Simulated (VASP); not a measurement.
# Ti (P6_3/mmc) in VASP: further runs, part 2 of 2

VASP 6.6.1.

## Step 4: Single point, r2SCAN (18.82 Å³/atom)

This run uses another cell than the first one, of 18.82 Å³/atom.

Contents of POSCAR:

```
Ti
1.0
    3.0072299241      0.0000000000      0.0000000000
   -1.5036149620      2.6043375093      0.0000000000
    0.0000000000      0.0000000000      9.6145236991
Ti
4
Direct
    0.0000000000      0.0000000000      0.0000000000
    1.0000000000      0.0000000000      0.5000000000
    0.3333333333      0.6666666667      0.2500000000
    0.6666666667      0.3333333333      0.7500000000
```

Contents of INCAR.step1:

```
  ALGO = Normal
  EDIFF = 1E-4
  ENCUT = 520
  GGA = PE
  ISMEAR = -1
  LASPH = T
  LCHARG = F
  LREAL = F
  LWAVE = T
  NBANDS = 32
  NELM = 60
  PREC = Accurate
  SIGMA = 0.1
```

Contents of INCAR.step2:

```
  ALGO = Normal
  EDIFF = 1E-7
  ENCUT = 520
  ISIF = 2
  ISMEAR = -1
  ISTART = 1
  LASPH = T
  LCHARG = T
  LELF = T
  LMIXTAU = T
  LREAL = F
  LVHAR = T
  LWAVE = F
  METAGGA = R2SCAN
  NBANDS = 32
  NELM = 60
  PREC = Accurate
  SIGMA = 0.1
```

Contents of KPOINTS:

```
k-points
0
Gamma
  14 14 4
```

Potentials or basis: VASP PAW PBE potentials, release 64 (Ti_sv).

Command:

```
$ cat potpaw_PBE.64/Ti_sv/POTCAR > POTCAR
$ cp INCAR.step1 INCAR
$ mpirun -np 1 vasp_std > vasp.out
$ cp INCAR.step2 INCAR
$ mpirun -np 1 vasp_std > vasp.out
```

OUTCAR:

```text
EDIFF = 1E-7
   ENCUT = 520
   ISIF = 2
   ISMEAR = -1
   ISTART = 1
   LASPH = T
   LREAL = F
   METAGGA = R2SCAN
   NELM = 60
   PREC = Accurate

 ion  position               nearest neighbor table
   1  0.000  0.000  0.000-
   2  0.000  0.000  0.500-
   3  0.333  0.667  0.250-
   4  0.667  0.333  0.750-

  LATTYP: Found a hexagonal cell.
 ALAT       =     3.0072299241
 C/A-ratio  =     3.1971362156

  Lattice vectors:

 A1 = (   3.0072299241,   0.0000000000,   0.0000000000)
 A2 = (  -1.5036149620,   2.6043375093,   0.0000000000)
 A3 = (   0.0000000000,   0.0000000000,   9.6145236991)

Analysis of symmetry for initial positions (statically):
=====================================================================
 Subroutine PRICEL returns:
 Original cell was already a primitive cell.

 Routine SETGRP: Setting up the symmetry group for a
 hexagonal supercell.

 Subroutine GETGRP returns: Found 24 space group operations
 (whereof 12 operations were pure point group operations)
 out of a pool of 24 trial point group operations.

The static configuration has the point symmetry D_3d.
 The point group associated with its full space group is D_6h.

Analysis of symmetry for dynamics (positions and initial velocities):
=====================================================================
 Subroutine PRICEL returns:
 Original cell was already a primitive cell.

 Routine SETGRP: Setting up the symmetry group for a
 hexagonal supercell.

 Subroutine GETGRP returns: Found 24 space group operations
 (whereof 12 operations were pure point group operations)
 out of a pool of 24 trial point group operations.

The dynamic configuration has the point symmetry D_3d.
 The point group associated with its full space group is D_6h.

 Subroutine INISYM returns: Found 24 space group operations
 (whereof 12 operations are pure point group operations),
 and found     1 'primitive' translations

----------------------------------------------------------------------------------------

                                     Primitive cell

  volume of cell :      75.2994

  direct lattice vectors                    reciprocal lattice vectors
     3.007229924  0.000000000  0.000000000     0.332531940  0.191987405  0.000000000
    -1.503614962  2.604337509  0.000000000     0.000000000  0.383974810  0.000000000
     0.000000000  0.000000000  9.614523699     0.000000000  0.000000000  0.104009313

  length of vectors
     3.007229924  3.007229924  9.614523699     0.383974810  0.383974810  0.104009313

  position of ions in fractional coordinates (direct lattice)
     0.000000000  0.000000000  0.000000000
     0.000000000  0.000000000  0.500000000
     0.333333333  0.666666667  0.250000000
     0.666666667  0.333333333  0.750000000

  ion indices of the primitive-cell ions
   primitive index   ion index
                 1           1
                 2           2
                 3           3
                 4           4

----------------------------------------------------------------------------------------

 KPOINTS: k-points

Automatic generation of k-mesh.
 Grid dimensions read from file:
 generate k-points for:   14   14    4

 Generating k-lattice:

  Cartesian coordinates                     Fractional coordinates (reciprocal lattice)
     0.023752281  0.013713386  0.000000000     0.071428571  0.000000000  0.000000000
     0.000000000  0.027426772  0.000000000     0.000000000  0.071428571  0.000000000
     0.000000000  0.000000000  0.026002328     0.000000000  0.000000000  0.250000000

  Length of vectors
     0.027426772  0.027426772  0.026002328

  Shift w.r.t. Gamma in fractional coordinates (k-lattice)
     0.000000000  0.000000000  0.000000000

 Subroutine IBZKPT returns following result:
 ===========================================

 Found     72 irreducible k-points:

 Following reciprocal coordinates:
            Coordinates               Weight
  0.000000  0.000000  0.000000      1.000000
  0.071429  0.000000  0.000000      6.000000
  0.142857  0.000000  0.000000      6.000000
  0.214286  0.000000  0.000000      6.000000
  0.285714  0.000000  0.000000      6.000000
  0.357143  0.000000  0.000000      6.000000
[... 16 lines left out ...]
  0.285714  0.285714  0.000000      6.000000
  0.357143  0.285714  0.000000      6.000000
 [... further k-points ...]
   k-points           NKPTS =     72   k-points in BZ     NKDIM =     72   number of bands    NBANDS=     32
   number of dos      NEDOS =    301   number of ions     NIONS =      4
   total plane-waves  NPLWV =  41472
   dimension x,y,z NGX =    24 NGY =   24 NGZ =   72
   dimension x,y,z NGXF=    48 NGYF=   48 NGZF=  144
   ions per type =               4
   NGX,Y,Z   is equivalent  to a cutoff of  13.27, 13.27, 12.45 a.u.
   NGXF,Y,Z  is equivalent  to a cutoff of  26.54, 26.54, 24.90 a.u.
 SYSTEM =  unknown system
   PREC   = accura    normal or accurate (medium, high low for compatibility)
   ISTART =      1    job   : 0-new  1-cont  2-samecut
   ICHARG =      0    charge: 1-file 2-atom 10-const
   ISPIN  =      1    spin polarized calculation?
   LNONCOLLINEAR =      F non collinear calculations
   LSORBIT =      F    spin-orbit coupling
   LASPH  =      T    aspherical Exc in radial PAW
   ENCUT  =  520.0 eV  38.22 Ry    6.18 a.u.   5.59  5.59 17.88*2*pi/ulx,y,z
   NELM   =     60;   NELMIN=  2; NELMDL=  0     # of ELM steps
   EDIFF  = 0.1E-06   stopping-criterion for ELM
   LREAL  =      F    real-space projection
   EDIFFG = 0.1E-05   stopping-criterion for IOM
   NSW    =      0    number of steps for IOM
   IBRION =     -1    ionic relax: 0-MD 1-quasi-New 2-CG
   NFREE  =      0    steps in history (QN), initial steepest desc. (CG)
   ISIF   =      2    stress and relaxation
   ISYM   =      2    0-nonsym 1-usesym 2-fastsym
   POTIM  = 0.5000    time-step for ionic-motion
   TEBEG  =    0.0;   TEEND  =   0.0 temperature during run
   PSTRESS=    0.0 pullay stress
   NELECT =      48.0000    total number of electrons
   NUPDOWN=      -1.0000    fix difference up-down
   EMIN   =  10.00;   EMAX   =-10.00  energy-range for DOS
   EFERMI =   0.00;   METHOD = LEGACY
   ISMEAR =    -1;   SIGMA  =   0.10  broadening in eV -4-tet -1-fermi 0-gaus
   EFERMI_NEDOS =   21; number of points for ismear=-14 and -15
   IALGO  =     38    algorithm
   IMIX   =      4    mixing-type and parameters
     AMIX     =   0.40;   BMIX     =  1.00
     AMIX_MAG =   1.60;   BMIX_MAG =  1.00
  volume/ion in A,a.u.               =      18.82       127.04
  Fermi-wavevector in a.u.,A,eV,Ry     =   1.408936  2.662504 27.008945  1.985101
  Thomas-Fermi vector in A             =   2.531043
   LORBIT       =      0    0 simple, 1 ext, 2 COOP (PROOUT), +10 PAW based schemes
   METAGGA = R2SCAN    functional components
   LHFCALC =     F    Hartree Fock is set to
   AEXX    =    0.0000 exact exchange contribution
   IVDW    =     0    specifies the selected vdW correction
   LEPSILON=     F    determine dielectric tensor
   LRPA    =     F    only Hartree local field effects (RPA)
 non-spin polarized calculation
  energy-cutoff  :      520.00
  volume of cell :       75.30
 maximum number of plane-waves:      2064
 NGX is ok and might be reduce to    24
   NGX = 11   NGY = 11   NGZ = 35

 number of electron      48.0000000 magnetization

 Free energy of the ion-electron system (eV)
  ---------------------------------------------------
  ext. energy  EPLUGINS =         0.00000000
  ---------------------------------------------------
  free energy    TOTEN  =       -51.57844092 eV

  energy without entropy =      -51.38877634  energy(sigma->0) =      -51.48360863

 E-fermi :   7.4676     XC(G=0): -11.9999

 val. band max:        7.4606988389   @ k =   0.0714   0.0000   0.0000
 cond. band min:       7.4760202548   @ k =   0.2143   0.2143   0.2500
 fundamental gap:      0.0153214159
 Fermi energy:         7.4676247180

 k-point     1 :       0.0000    0.0000    0.0000
  band No.  band energies     occupation
      1     -51.8275      2.00000
      2     -51.7890      2.00000
      3     -51.7633      2.00000
      4     -51.7243      2.00000
      5     -27.2692      2.00000
      6     -27.0058      2.00000
[... 829 lines left out ...]
     31       9.9232      0.00000
     32      10.1709      0.00000

 [... further k-points ...]

------------------------ aborting loop because EDIFF is reached ----------------------------------------

  FORCE on cell =-STRESS in cart. coord.  units (eV):
  Direction    XX          YY          ZZ          XY          YZ          ZX
  --------------------------------------------------------------------------------------
  -------------------------------------------------------------------------------------
  Total       -3.5556770     -3.5556770     -3.4000330     -0.0000000      0.0000000      0.0000000
  in kB      -75.6556223    -75.6556223    -72.3439195     -0.0000000      0.0000000      0.0000000
  external PRESSURE =     -74.5517214 kB  Pullay stress =       0.0000000 kB

 VOLUME and BASIS-vectors are now :
 -----------------------------------------------------------------------------
  energy-cutoff  :      520.00
  volume of cell :       75.30
      direct lattice vectors                 reciprocal lattice vectors
     3.007229924  0.000000000  0.000000000     0.332531940  0.191987405  0.000000000
    -1.503614962  2.604337509  0.000000000     0.000000000  0.383974810  0.000000000
     0.000000000  0.000000000  9.614523699     0.000000000  0.000000000  0.104009313

 POSITION                                       TOTAL-FORCE (eV/Angst)
 -----------------------------------------------------------------------------------
      0.00000      0.00000      0.00000        -0.000000      0.000000      0.000000
      0.00000      0.00000      4.80726        -0.000000      0.000000      0.000000
     -0.00000      1.73623      2.40363        -0.000000     -0.000000     -0.000000
      1.50361      0.86811      7.21089         0.000000      0.000000      0.000000
 -----------------------------------------------------------------------------------
    total drift:                               -0.000000      0.000000      0.000000

  FREE ENERGIE OF THE ION-ELECTRON SYSTEM (eV)
  ---------------------------------------------------
  free  energy   TOTEN  =       -51.5784409163 eV

  energy  without entropy=      -51.3887763367  energy(sigma->0) =      -51.48360863
```

Wall time 5 min (1 thread of Intel Xeon 6975P-C (Granite Rapids), shared host); peak memory 0.28 GiB.

What came out:

```yaml
Free_energy: -51.5784 eV
Pressure: -7.5 GPa
Band_gap_on_the_k_mesh: zero (bands 24 and 25 overlap by 1.19 eV)
```

Caveat: the cell stands under tension; the PAW data sets were made with another functional, which shifts forces and pressure a little.

## Step 5: The runs side by side

| cell | gap on the mesh (eV) | pressure (GPa) |
| --- | --- | --- |
| a = 2.931, b = 2.931, c = 9.371 Å, angles 90.0, 90.0, 120.0°, 4 atoms | none | 0.4 |
| a = 2.970, b = 2.970, c = 9.494 Å, angles 90.0, 90.0, 120.0°, 4 atoms | none | -3.9 |
| a = 3.007, b = 3.007, c = 9.615 Å, angles 90.0, 90.0, 120.0°, 4 atoms | none | -7.5 |

Alike in all rows: task single point; level r2SCAN; potentials or basis VASP PAW PBE potentials, release 64 (Ti_sv); no spin polarisation; k mesh 14 × 14 × 4; cutoff (eV) 520; smearing fermi-dirac 0.1 eV.

Caveats: the PAW data sets were made with another functional, which shifts forces and pressure a little; the cell stands under tension (at least some runs).

Total energies depend on the potentials used, so only differences within one code and one set of settings carry meaning.
